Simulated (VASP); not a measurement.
# Mg (P6_3/mmc) in VASP: single point with PBEsol

Aim: the single point of Mg with PBEsol.

Program: VASP 6.6.1. These are calculated values, not measurements. Logs are shortened: lines on timing, memory, paths and dates and some standing lists are left out, and cuts for length are marked.

## Step 1: The cell of the first run

Symmetry: P6_3/mmc, No. 194, hexagonal system. The conventional cell has a = 3.189 Å, b = 3.189 Å, c = 5.108 Å, α = 90.00°, β = 90.00°, γ = 120.00°. Mg (site symmetry -6m2) has 12 Mg at 3.15 to 3.19 Å within 4.1 Å.

## Step 2: Single point, PBEsol

File INCAR:

```
  PREC = Accurate
  ENCUT = 520
  EDIFF = 1E-6
  ISMEAR = 0
  SIGMA = 0.1
  LREAL = False
  LASPH = True
  NELM = 100
  ALGO = Fast
  ISIF = 2
  LWAVE = False
  LCHARG = False
  GGA = PS
  NBANDS = 9
```

File KPOINTS:

```
regular mesh
0
Gamma
  24 24 12
```

File POSCAR:

```
Mg
1.0
    3.1887541805      0.0000000000      0.0000000000
   -1.5943770902      2.7615421267      0.0000000000
    0.0000000000      0.0000000000      5.1080891058
Mg
2
Direct
    0.3333333333      0.6666666667      0.2500000000
    0.6666666667      0.3333333333      0.7500000000
```

Potentials or basis: VASP PAW PBE potentials, release 64 (Mg).

The run is started by

```console
cat potpaw_PBE.64/Mg/POTCAR > POTCAR
mpirun -np 1 vasp_std > vasp.out
```

OUTCAR:

```text
PREC = Accurate
   ENCUT = 520
   EDIFF = 1E-6
   ISMEAR = 0
   LREAL = False
   LASPH = True
   NELM = 100
   ISIF = 2
   GGA = PS

 ion  position               nearest neighbor table
   1  0.333  0.667  0.250-   2 3.15   2 3.15   2 3.15   2 3.15   2 3.15   2 3.15
   2  0.667  0.333  0.750-   1 3.15   1 3.15   1 3.15   1 3.15   1 3.15   1 3.15

  LATTYP: Found a hexagonal cell.
 ALAT       =     3.1887541805
 C/A-ratio  =     1.6019074587

  Lattice vectors:

 A1 = (   3.1887541805,   0.0000000000,   0.0000000000)
 A2 = (  -1.5943770902,   2.7615421267,   0.0000000000)
 A3 = (   0.0000000000,   0.0000000000,   5.1080891058)

Analysis of symmetry for initial positions (statically):
=====================================================================
 Subroutine PRICEL returns:
 Original cell was already a primitive cell.

 Routine SETGRP: Setting up the symmetry group for a
 hexagonal supercell.

 Subroutine GETGRP returns: Found 24 space group operations
 (whereof 12 operations were pure point group operations)
 out of a pool of 24 trial point group operations.

The static configuration has the point symmetry D_3d.
 The point group associated with its full space group is D_6h.

Analysis of symmetry for dynamics (positions and initial velocities):
=====================================================================
 Subroutine PRICEL returns:
 Original cell was already a primitive cell.

 Routine SETGRP: Setting up the symmetry group for a
 hexagonal supercell.

 Subroutine GETGRP returns: Found 24 space group operations
 (whereof 12 operations were pure point group operations)
 out of a pool of 24 trial point group operations.

The dynamic configuration has the point symmetry D_3d.
 The point group associated with its full space group is D_6h.

 Subroutine INISYM returns: Found 24 space group operations
 (whereof 12 operations are pure point group operations),
 and found     1 'primitive' translations

----------------------------------------------------------------------------------------

                                     Primitive cell

  volume of cell :      44.9812

  direct lattice vectors                    reciprocal lattice vectors
     3.188754181  0.000000000  0.000000000     0.313602098  0.181058256  0.000000000
    -1.594377090  2.761542127  0.000000000     0.000000000  0.362116511  0.000000000
     0.000000000  0.000000000  5.108089106     0.000000000  0.000000000  0.195767924

  length of vectors
     3.188754181  3.188754180  5.108089106     0.362116511  0.362116511  0.195767924

  position of ions in fractional coordinates (direct lattice)
     0.333333333  0.666666667  0.250000000
     0.666666667  0.333333333  0.750000000

  ion indices of the primitive-cell ions
   primitive index   ion index
                 1           1
                 2           2

----------------------------------------------------------------------------------------

 KPOINTS: regular mesh

Automatic generation of k-mesh.
 Grid dimensions read from file:
 generate k-points for:   24   24   12

 Generating k-lattice:

  Cartesian coordinates                     Fractional coordinates (reciprocal lattice)
     0.013066754  0.007544094  0.000000000     0.041666667  0.000000000  0.000000000
     0.000000000  0.015088188  0.000000000     0.000000000  0.041666667  0.000000000
     0.000000000  0.000000000  0.016313994     0.000000000  0.000000000  0.083333333

  Length of vectors
     0.015088188  0.015088188  0.016313994

  Shift w.r.t. Gamma in fractional coordinates (k-lattice)
     0.000000000  0.000000000  0.000000000

 Subroutine IBZKPT returns following result:
 ===========================================

 Found    427 irreducible k-points:

 Following reciprocal coordinates:
            Coordinates               Weight
  0.000000  0.000000  0.000000      1.000000
  0.041667  0.000000  0.000000      6.000000
  0.083333 -0.000000  0.000000      6.000000
  0.125000 -0.000000  0.000000      6.000000
  0.166667 -0.000000  0.000000      6.000000
  0.208333 -0.000000  0.000000      6.000000
[... 16 lines left out ...]
  0.416667  0.041667  0.000000     12.000000
  0.458333  0.041667  0.000000     12.000000
 [... further k-points ...]
   k-points           NKPTS =    427   k-points in BZ     NKDIM =    427   number of bands    NBANDS=      9
   number of dos      NEDOS =    301   number of ions     NIONS =      2
   total plane-waves  NPLWV =  23040
   dimension x,y,z NGX =    24 NGY =   24 NGZ =   40
   dimension x,y,z NGXF=    48 NGYF=   48 NGZF=   80
   ions per type =               2
   NGX,Y,Z   is equivalent  to a cutoff of  12.51, 12.51, 13.02 a.u.
   NGXF,Y,Z  is equivalent  to a cutoff of  25.02, 25.02, 26.04 a.u.
 SYSTEM =  unknown system
   PREC   = accura    normal or accurate (medium, high low for compatibility)
   ISTART =      0    job   : 0-new  1-cont  2-samecut
   ICHARG =      2    charge: 1-file 2-atom 10-const
   ISPIN  =      1    spin polarized calculation?
   LNONCOLLINEAR =      F non collinear calculations
   LSORBIT =      F    spin-orbit coupling
   LASPH  =      T    aspherical Exc in radial PAW
   ENCUT  =  520.0 eV  38.22 Ry    6.18 a.u.   5.93  5.93  9.50*2*pi/ulx,y,z
   NELM   =    100;   NELMIN=  2; NELMDL= -5     # of ELM steps
   EDIFF  = 0.1E-05   stopping-criterion for ELM
   LREAL  =      F    real-space projection
   EDIFFG = 0.1E-04   stopping-criterion for IOM
   NSW    =      0    number of steps for IOM
   IBRION =     -1    ionic relax: 0-MD 1-quasi-New 2-CG
   NFREE  =      0    steps in history (QN), initial steepest desc. (CG)
   ISIF   =      2    stress and relaxation
   ISYM   =      2    0-nonsym 1-usesym 2-fastsym
   POTIM  = 0.5000    time-step for ionic-motion
   TEBEG  =    0.0;   TEEND  =   0.0 temperature during run
   PSTRESS=    0.0 pullay stress
   NELECT =       4.0000    total number of electrons
   NUPDOWN=      -1.0000    fix difference up-down
   EMIN   =  10.00;   EMAX   =-10.00  energy-range for DOS
   EFERMI =   0.00;   METHOD = LEGACY
   ISMEAR =     0;   SIGMA  =   0.10  broadening in eV -4-tet -1-fermi 0-gaus
   EFERMI_NEDOS =   21; number of points for ismear=-14 and -15
   IALGO  =     68    algorithm
   IMIX   =      4    mixing-type and parameters
     AMIX     =   0.40;   BMIX     =  1.00
     AMIX_MAG =   1.60;   BMIX_MAG =  1.00
  volume/ion in A,a.u.               =      22.49       151.77
  Fermi-wavevector in a.u.,A,eV,Ry     =   0.730720  1.380861  7.264858  0.533952
  Thomas-Fermi vector in A             =   1.822760
   LORBIT       =      0    0 simple, 1 ext, 2 COOP (PROOUT), +10 PAW based schemes
   GGA     = PS    functional components
   LHFCALC =     F    Hartree Fock is set to
   AEXX    =    0.0000 exact exchange contribution
   IVDW    =     0    specifies the selected vdW correction
   LEPSILON=     F    determine dielectric tensor
   LRPA    =     F    only Hartree local field effects (RPA)
 non-spin polarized calculation
 RMM-DIIS sequential band-by-band and
 Gauss-broadening in eV      SIGMA  =   0.10
  energy-cutoff  :      520.00
  volume of cell :       44.98
 maximum number of plane-waves:      1229
 NGX is ok and might be reduce to    24
   NGX = 11   NGY = 11   NGZ = 19

 number of electron       4.0000000 magnetization

 Free energy of the ion-electron system (eV)
  ---------------------------------------------------
  ext. energy  EPLUGINS =         0.00000000
  ---------------------------------------------------
  free energy    TOTEN  =        -3.44948531 eV

  energy without entropy =       -3.44607321  energy(sigma->0) =       -3.44777926

 E-fermi :   2.7203     XC(G=0):  -8.5981

 val. band max:        2.7002186376   @ k =   0.4583   0.0417   0.3333
 cond. band min:       2.7216486234   @ k =   0.1250   0.0417   0.0833
 fundamental gap:      0.0214299858
 Fermi energy:         2.7203296880

 k-point     1 :       0.0000    0.0000    0.0000
  band No.  band energies     occupation
      1      -4.3188      2.00000
      2       1.0514      2.00000
      3       1.5875      2.00000
      4      13.6012      0.00000
      5      13.6012      0.00000
      6      13.7279      0.00000
      7      13.7279      0.00000
      8      14.6950      0.00000
      9      16.1810      0.00000

 k-point     2 :       0.0417    0.0000    0.0000
  band No.  band energies     occupation
      1      -4.2844      2.00000
      2       1.0826      2.00000
      3       1.6208      2.00000
      4      12.6056      0.00000
      5      13.0046      0.00000
      6      13.7426      0.00000
      7      14.3745      0.00000
      8      15.1870      0.00000
      9      16.5949      0.00000

 k-point     3 :       0.0833   -0.0000    0.0000
  band No.  band energies     occupation
      1      -4.1814      2.00000
      2       1.1764      2.00000
      3       1.7204      2.00000
      4      11.3348      0.00000
      5      12.4040      0.00000
      6      13.2439      0.00000
      7      15.1146      0.00000
      8      15.6720      0.00000
      9      16.0919      0.00000

 k-point     4 :       0.1250   -0.0000    0.0000
  band No.  band energies     occupation
      1      -4.0101      2.00000
      2       1.3326      2.00000
      3       1.8853      2.00000
      4      10.0539      0.00000
      5      11.8592      0.00000
      6      12.6436      0.00000
      7      14.8513      0.00000
      8      15.4672      0.00000
      9      15.8230      0.00000
[... 205 lines left out ...]
 k-point    22 :       0.3750    0.0417    0.0000
  band No.  band energies     occupation
      1      -1.2441      2.00000
      2       2.5748      1.96036
      3       3.9014      0.00000
      4       4.7845      0.00000
      5       7.7029      0.00000
      6       8.0199      0.00000
      7       9.4484      0.00000
      8      11.8644      0.00000
      9      13.6245      0.00000

 k-point    23 :       0.4167    0.0417    0.0000
  band No.  band energies     occupation
      1      -0.5827      2.00000
      2       1.7361      2.00000
      3       4.5261      0.00000
      4       5.3263      0.00000
      5       6.8241      0.00000
      6       7.3536      0.00000
      7       9.2138      0.00000
      8      11.6979      0.00000
      9      13.4940      0.00000

 k-point    24 :       0.4583    0.0417    0.0000
  band No.  band energies     occupation
      1       0.1379      2.00000
      2       0.9140      2.00000
      3       5.1950      0.00000
      4       5.9360      0.00000
      5       6.0279      0.00000
      6       6.6807      0.00000
      7       9.1083      0.00000
      8      11.6162      0.00000
      9      13.4288      0.00000

 [... further k-points ...]
[... 5 lines left out ...]
  --------------------------------------------------------------------------------------
  -------------------------------------------------------------------------------------
  Total       -0.0835552     -0.0835552      0.1705125     -0.0000000      0.0000000      0.0000000
  in kB       -2.9761370     -2.9761370      6.0734535     -0.0000000      0.0000000      0.0000000
  external PRESSURE =       0.0403931 kB  Pullay stress =       0.0000000 kB

 VOLUME and BASIS-vectors are now :
 -----------------------------------------------------------------------------
  energy-cutoff  :      520.00
  volume of cell :       44.98
      direct lattice vectors                 reciprocal lattice vectors
     3.188754181  0.000000000  0.000000000     0.313602098  0.181058256  0.000000000
    -1.594377090  2.761542127  0.000000000     0.000000000  0.362116511  0.000000000
     0.000000000  0.000000000  5.108089106     0.000000000  0.000000000  0.195767924

 POSITION                                       TOTAL-FORCE (eV/Angst)
 -----------------------------------------------------------------------------------
     -0.00000      1.84103      1.27702         0.000000     -0.000000      0.000000
      1.59438      0.92051      3.83107        -0.000000      0.000000      0.000000
 -----------------------------------------------------------------------------------
    total drift:                                0.000000     -0.000000      0.000000

  FREE ENERGIE OF THE ION-ELECTRON SYSTEM (eV)
  ---------------------------------------------------
  free  energy   TOTEN  =        -3.4494853100 eV

  energy  without entropy=       -3.4460732090  energy(sigma->0) =       -3.44777926
```

It took 1.9 min on 1 thread of Intel Xeon 8259CL, shared host; peak memory 0.29 GiB.

Results:

| Property | Result |
| --- | --- |
| Free energy | -3.4495 eV |
| Pressure | 0.0 GPa |
| Band gap on the k mesh | zero (bands 2 and 3 overlap by 2.18 eV) |

Caveat: the PAW data sets were made with another functional, which shifts forces and pressure a little.
